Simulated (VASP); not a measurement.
# SiC (base) (Fm-3m) in VASP: notebook

Runs on SiC (base). Level: PBE. Tasks: single point, relaxation of cell and atoms.

All numbers are computed with VASP 6.6.1; they aren't measurements. Logs are shortened: lines on timing, memory, paths and dates and some standing lists are left out, and cuts for length are marked.

## 1. The cell of the first run

The structure is cubic, space group Fm-3m (No. 225). Conventional cell: a = 3.699 Å, b = 3.699 Å, c = 3.699 Å, α = 90.00°, β = 90.00°, γ = 90.00°. Within 2.5 Å of C (site symmetry m-3m) lie 6 Si at 1.85 Å. Within 2.5 Å of Si (site symmetry m-3m) lie 6 C at 1.85 Å.

## 2. Single point, PBE

File INCAR:

```
PREC = Accurate
ENCUT = 600
EDIFF = 1E-6
ISMEAR = 0
SIGMA = 0.1
LREAL = F
LASPH = T
NELM = 120
ALGO = Normal
ISIF = 2
LWAVE = F
LCHARG = T
GGA = PE
LELF = T
LVHAR = T
NBANDS = 11
GGA_COMPAT = F
```

File KPOINTS:

```
regular mesh
0
Gamma
  8 8 8
```

File POSCAR:

```
SiC
1.0
    0.0000000000      1.8493631880      1.8493631880
    1.8493631880      0.0000000000      1.8493631880
    1.8493631880      1.8493631880      0.0000000000
C Si
1 1
Direct
    0.0000000000      0.0000000000      0.0000000000
    0.5000000000      0.5000000000      0.5000000000
```

Potentials or basis: VASP PAW PBE potentials, release 64 (C, Si).

Run with:

```sh
> cat potpaw_PBE.64/C/POTCAR potpaw_PBE.64/Si/POTCAR > POTCAR
> mpirun -np 1 vasp_std > vasp.out
```

OUTCAR:

```text
PREC = Accurate
   ENCUT = 600
   EDIFF = 1E-6
   ISMEAR = 0
   LREAL = F
   LASPH = T
   NELM = 120
   ISIF = 2
   GGA = PE

 ion  position               nearest neighbor table
   1  0.000  0.000  0.000-   2 1.85   2 1.85   2 1.85   2 1.85   2 1.85   2 1.85
   2  0.500  0.500  0.500-   1 1.85   1 1.85   1 1.85   1 1.85   1 1.85   1 1.85

  LATTYP: Found a face centered cubic cell.
 ALAT       =     3.6987263760

  Lattice vectors:

 A1 = (   0.0000000000,   1.8493631880,   1.8493631880)
 A2 = (   1.8493631880,   0.0000000000,   1.8493631880)
 A3 = (   1.8493631880,   1.8493631880,   0.0000000000)

Analysis of symmetry for initial positions (statically):
=====================================================================
 Subroutine PRICEL returns:
 Original cell was already a primitive cell.

 Routine SETGRP: Setting up the symmetry group for a
 face centered cubic supercell.

 Subroutine GETGRP returns: Found 48 space group operations
 (whereof 48 operations were pure point group operations)
 out of a pool of 48 trial point group operations.

The static configuration has the point symmetry O_h .

Analysis of symmetry for dynamics (positions and initial velocities):
=====================================================================
 Subroutine PRICEL returns:
 Original cell was already a primitive cell.

 Routine SETGRP: Setting up the symmetry group for a
 face centered cubic supercell.

 Subroutine GETGRP returns: Found 48 space group operations
 (whereof 48 operations were pure point group operations)
 out of a pool of 48 trial point group operations.

The dynamic configuration has the point symmetry O_h .

 Subroutine INISYM returns: Found 48 space group operations
 (whereof 48 operations are pure point group operations),
 and found     1 'primitive' translations

----------------------------------------------------------------------------------------

                                     Primitive cell

  volume of cell :      12.6502

  direct lattice vectors                    reciprocal lattice vectors
     0.000000000  1.849363188  1.849363188    -0.270363335  0.270363335  0.270363335
     1.849363188  0.000000000  1.849363188     0.270363335 -0.270363335  0.270363335
     1.849363188  1.849363188  0.000000000     0.270363335  0.270363335 -0.270363335

  length of vectors
     2.615394502  2.615394502  2.615394502     0.468283034  0.468283034  0.468283034
[... 87 lines left out ...]
   ISIF   =      2    stress and relaxation
   ISYM   =      2    0-nonsym 1-usesym 2-fastsym
   POTIM  = 0.5000    time-step for ionic-motion
   TEBEG  =    0.0;   TEEND  =   0.0 temperature during run
   PSTRESS=    0.0 pullay stress
   NELECT =       8.0000    total number of electrons
   NUPDOWN=      -1.0000    fix difference up-down
   EMIN   =  10.00;   EMAX   =-10.00  energy-range for DOS
   EFERMI =   0.00;   METHOD = LEGACY
   ISMEAR =     0;   SIGMA  =   0.10  broadening in eV -4-tet -1-fermi 0-gaus
   EFERMI_NEDOS =   21; number of points for ismear=-14 and -15
   IALGO  =     38    algorithm
   IMIX   =      4    mixing-type and parameters
     AMIX     =   0.40;   BMIX     =  1.00
     AMIX_MAG =   1.60;   BMIX_MAG =  1.00
  volume/ion in A,a.u.               =       6.33        42.68
  Fermi-wavevector in a.u.,A,eV,Ry     =   1.405204  2.655450 26.866029  1.974597
  Thomas-Fermi vector in A             =   2.527688
   LORBIT       =      0    0 simple, 1 ext, 2 COOP (PROOUT), +10 PAW based schemes
   GGA     = PE    functional components
   LHFCALC =     F    Hartree Fock is set to
   AEXX    =    0.0000 exact exchange contribution
   IVDW    =     0    specifies the selected vdW correction
   LEPSILON=     F    determine dielectric tensor
   LRPA    =     F    only Hartree local field effects (RPA)
 non-spin polarized calculation
 Gauss-broadening in eV      SIGMA  =   0.10
  energy-cutoff  :      600.00
  volume of cell :       12.65
 maximum number of plane-waves:       444
 NGX is ok and might be reduce to    24
   NGX = 11   NGY = 11   NGZ = 11

 number of electron       8.0000000 magnetization

 Free energy of the ion-electron system (eV)
  ---------------------------------------------------
  ext. energy  EPLUGINS =         0.00000000
  ---------------------------------------------------
  free energy    TOTEN  =       -12.33958309 eV

  energy without entropy =      -12.33958309  energy(sigma->0) =      -12.33958309

 E-fermi :  17.4491     XC(G=0): -13.9642

 val. band max:       17.0433597870   @ k =   0.0000   0.0000   0.0000
 cond. band min:      18.1642012770   @ k =   0.5000   0.5000   0.0000
 fundamental gap:      1.1208414900
 Fermi energy:        17.4491499348

 k-point     1 :       0.0000    0.0000    0.0000
  band No.  band energies     occupation
      1      -4.8792      2.00000
      2      17.0434      2.00000
      3      17.0434      2.00000
      4      17.0434      2.00000
      5      26.0220      0.00000
      6      26.0220      0.00000
      7      26.0220      0.00000
      8      30.0118      0.00000
      9      32.3115      0.00000
     10      32.3115      0.00000
     11      33.0097      0.00000
[... 309 lines left out ...]
 k-point    24 :      -0.3750    0.2500    0.1250
  band No.  band energies     occupation
      1       2.4909      2.00000
      2       4.2891      2.00000
      3      10.9839      2.00000
      4      12.8168      2.00000
      5      22.4294      0.00000
      6      25.0039      0.00000
      7      28.8982      0.00000
      8      31.3808      0.00000
      9      34.8086      0.00000
     10      35.4708      0.00000
     11      38.4531      0.00000

 [... further k-points ...]

------------------------ aborting loop because EDIFF is reached ----------------------------------------

  FORCE on cell =-STRESS in cart. coord.  units (eV):
  Direction    XX          YY          ZZ          XY          YZ          ZX
  --------------------------------------------------------------------------------------
  -------------------------------------------------------------------------------------
  Total        9.8100101      9.8100101      9.8100101     -0.0000000     -0.0000000      0.0000000
  in kB     1242.4628645   1242.4628645   1242.4628645     -0.0000000     -0.0000000      0.0000000
  external PRESSURE =    1242.4628645 kB  Pullay stress =       0.0000000 kB

 VOLUME and BASIS-vectors are now :
 -----------------------------------------------------------------------------
  energy-cutoff  :      600.00
  volume of cell :       12.65
      direct lattice vectors                 reciprocal lattice vectors
     0.000000000  1.849363188  1.849363188    -0.270363335  0.270363335  0.270363335
     1.849363188  0.000000000  1.849363188     0.270363335 -0.270363335  0.270363335
     1.849363188  1.849363188  0.000000000     0.270363335  0.270363335 -0.270363335

 POSITION                                       TOTAL-FORCE (eV/Angst)
 -----------------------------------------------------------------------------------
      0.00000      0.00000      0.00000         0.000000      0.000000      0.000000
      1.84936      1.84936      1.84936         0.000000      0.000000     -0.000000
 -----------------------------------------------------------------------------------
    total drift:                                0.000000     -0.000000     -0.000000

  FREE ENERGIE OF THE ION-ELECTRON SYSTEM (eV)
  ---------------------------------------------------
  free  energy   TOTEN  =       -12.3395830898 eV

  energy  without entropy=      -12.3395830898  energy(sigma->0) =      -12.33958309
```

OSZICAR:

```text
N       E                     dE             d eps       ncg     rms          rms(c)
DAV:   1     0.636304606499E+01    0.63630E+01   -0.49278E+03   646   0.790E+02
DAV:   2    -0.137261239814E+02   -0.20089E+02   -0.19301E+02   808   0.117E+02
DAV:   3    -0.142334617895E+02   -0.50734E+00   -0.50633E+00   760   0.141E+01
DAV:   4    -0.142344345446E+02   -0.97276E-03   -0.97272E-03   697   0.744E-01
DAV:   5    -0.142344360562E+02   -0.15116E-05   -0.15116E-05   764   0.288E-02    0.119E+01
DAV:   6    -0.124650023407E+02    0.17694E+01   -0.43152E+00   665   0.110E+01    0.588E+00
DAV:   7    -0.123422214752E+02    0.12278E+00   -0.65763E-01   721   0.476E+00    0.189E+00
DAV:   8    -0.123396972695E+02    0.25242E-02   -0.86815E-03   661   0.660E-01    0.518E-01
DAV:   9    -0.123395733775E+02    0.12389E-03   -0.47938E-04   752   0.204E-01    0.172E-01
DAV:  10    -0.123395822272E+02   -0.88497E-05   -0.86183E-06   713   0.232E-02    0.173E-02
DAV:  11    -0.123395830898E+02   -0.86262E-06   -0.38253E-06   688   0.127E-02
   1 F= -.12339583E+02 E0= -.12339583E+02  d E =-.233309E-10
```

stdout:

```text
POSCAR found type information on POSCAR C Si
 POSCAR found :  2 types and       2 ions
 scaLAPACK will be used
 LDA part: xc-table for (Slater+PW92), standard interpolation
 POSCAR, INCAR and KPOINTS ok, starting setup
 FFT: planning ... GRIDC
 FFT: planning ... GRID_SOFT
 FFT: planning ... GRID
 WAVECAR not read
 entering main loop
```

It took 4.6 s on 1 thread of AMD EPYC 7R13 (Zen 3), shared host; peak memory 0.1 GiB.

What came out:

```
Free energy            : -12.3396 eV
Pressure               : 124.2 GPa
Band gap on the k mesh : 1.12 eV, indirect (least direct gap 6.60 eV)
```

## 3. Single point, PBE

This run uses another cell than the first one, of 9.10 Å³/atom, 1.439 times its volume.

File INCAR:

```
ALGO     = Normal         # electronic algorithm
EDIFF    = 1E-6           # SCF threshold, eV
ENCUT    = 600            # plane-wave cutoff, eV
GGA      = PE             # functional
GGA_COMPAT= F            
ISIF     = 2              # what is computed and relaxed
ISMEAR   = 0              # smearing method
LASPH    = T              # aspherical terms in the spheres
LCHARG   = F              # write CHGCAR
LREAL    = F              # projectors in reciprocal space
LWAVE    = F              # write WAVECAR
NBANDS   = 11             # bands
NELM     = 120            # most SCF steps
PREC     = Accurate       # precision mode
SIGMA    = 0.1            # smearing width, eV
```

File KPOINTS:

```
k-points
0
Gamma
  8 8 8
```

File POSCAR:

```
SiC
1.0
    0.0000000000      2.0881007700      2.0881007700
    2.0881007700      0.0000000000      2.0881007700
    2.0881007700      2.0881007700      0.0000000000
C Si
1 1
Direct
    0.0000000000      0.0000000000      0.0000000000
    0.5000000000      0.5000000000      0.5000000000
```

Potentials or basis: VASP PAW PBE potentials, release 64 (C, Si).

Run with:

```sh
> cat potpaw_PBE.64/C/POTCAR potpaw_PBE.64/Si/POTCAR > POTCAR
> mpirun -np 1 vasp_std > vasp.out
```

Wall time 4.5 s (1 thread of AMD EPYC 7R13 (Zen 3), shared host); peak memory 0.1 GiB.

Results (log left out):

```yaml
Free_energy: -13.4890 eV
Pressure: -16.4 GPa
Band_gap_on_the_k_mesh: zero (band 4 reaches 11.12 eV, above the bottom of band 5 at 9.49 eV)
```

Levels at points of the mesh, in eV from the Fermi level:
```tsv
k point	band 1	band 2	band 3	band 4	band 5	band 6	band 7	band 8	band 9
(0.00, 0.00, 0.00)	-17.24	0.16	0.16	0.16	6.04	9.09	9.09	9.09	11.78
(0.50, 0.00, 0.00)	-12.44	-10.66	-0.67	-0.67	5.05	5.05	5.50	8.73	14.09
(0.50, 0.50, 0.00)	-10.92	-8.81	-3.78	-3.78	-1.34	3.11	13.70	13.70	14.02
```

[end of part 1 of 3]
